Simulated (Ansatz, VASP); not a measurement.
**One calculation of Si2W, two programs**

INCAR

```
SYSTEM = Si2W
  ALGO = Normal
  EDIFF = 1E-7
  ENCUT = 520
  GGA = PE
  ISIF = 2
  ISMEAR = 0
  LASPH = .TRUE.
  LCHARG = .FALSE.
  LREAL = .FALSE.
  LWAVE = .FALSE.
  NBANDS = 43
  NELM = 100
  PREC = Accurate
  SIGMA = 0.03
```

File KPOINTS:

```
k-points
0
G
  9 9 6
  0 0 0
```

File POSCAR:

```
Si2W
1.0
    4.6143995253      0.0000000000      0.0000000000
   -2.3071997627      3.9961872121      0.0000000000
    0.0000000000      0.0000000000      6.6468916183
Si W
6 3
Direct
    0.8113193831      0.6226387663      0.5000000000
    0.1886806169      0.8113193831      0.8333333333
    0.6226387663      0.8113193831      0.1666666667
    0.1886806169      0.3773612337      0.5000000000
    0.8113193831      0.1886806169      0.8333333333
    0.3773612337      0.1886806169      0.1666666667
    0.0000000000      0.5000000000      0.1666666667
    0.5000000000      0.5000000000      0.8333333333
    0.5000000000      0.0000000000      0.5000000000
```

Input for Ansatz:

```yaml
crystal:
  lattice:
    - [4.6143995253, 0.0, 0.0]
    - [-2.3071997627, 3.9961872121, 0.0]
    - [0.0, 0.0, 6.6468916183]
  atoms:
    - { symbol: Si, position: [0.8113193831, 0.6226387663, 0.5] }
    - { symbol: Si, position: [0.1886806169, 0.8113193831, 0.8333333333] }
    - { symbol: Si, position: [0.6226387663, 0.8113193831, 0.1666666667] }
    - { symbol: Si, position: [0.1886806169, 0.3773612337, 0.5] }
    - { symbol: Si, position: [0.8113193831, 0.1886806169, 0.8333333333] }
    - { symbol: Si, position: [0.3773612337, 0.1886806169, 0.1666666667] }
    - { symbol: W, position: [0.0, 0.5, 0.1666666667] }
    - { symbol: W, position: [0.5, 0.5, 0.8333333333] }
    - { symbol: W, position: [0.5, 0.0, 0.5] }
basis:
  ecutwfc: 420
kpoints:
  mp_grid: { grid: [9, 9, 6] }
hamiltonian:
  xc: pbe
  pseudopotentials: { kind: paw, azcp: { folder: soft_1 } }
scf:
  occupations: { method: gaussian, width: 0.03 }
output:
  forces: true
  stress: true
  eigenvalues: true
  write_density: true
  write_potential: true
  elf: true
  volumetric_format: npy
```

Alike in both runs: task single point; functional PBE; k mesh 9 × 9 × 6; occupations gaussian, width 0.03 eV; no spin polarisation.

|  | VASP | Ansatz |
| --- | --- | --- |
| version | VASP 6.6.1 | Ansatz 0.2.0 |
| potentials or method | VASP PAW PBE potentials, release 64 (Si, W_sv), cutoff 520 eV | scalar-relativistic, plane waves, PAW |
| valence electrons in the cell | 66 | 66 |

```csv
,VASP,Ansatz,Ansatz less VASP
gap on the k mesh at the Fermi level (eV),0.45,0.45,+0.002
least direct gap on the mesh (eV),0.77,0.77,+0.001
pressure (GPa),6.4,6.4,-0.03
"traceless stress, the component that is largest in VASP (GPa)",-1.29,-1.32,-0.027
rms of the force components (eV/Å),1.358,1.358,-0.0008
```

Atom by atom the forces differ by 0.001 eV/Å (rms over components). With one functional, cell and mesh, what is left measures potentials, basis and numerics.

Neither program's run includes spin-orbit coupling.
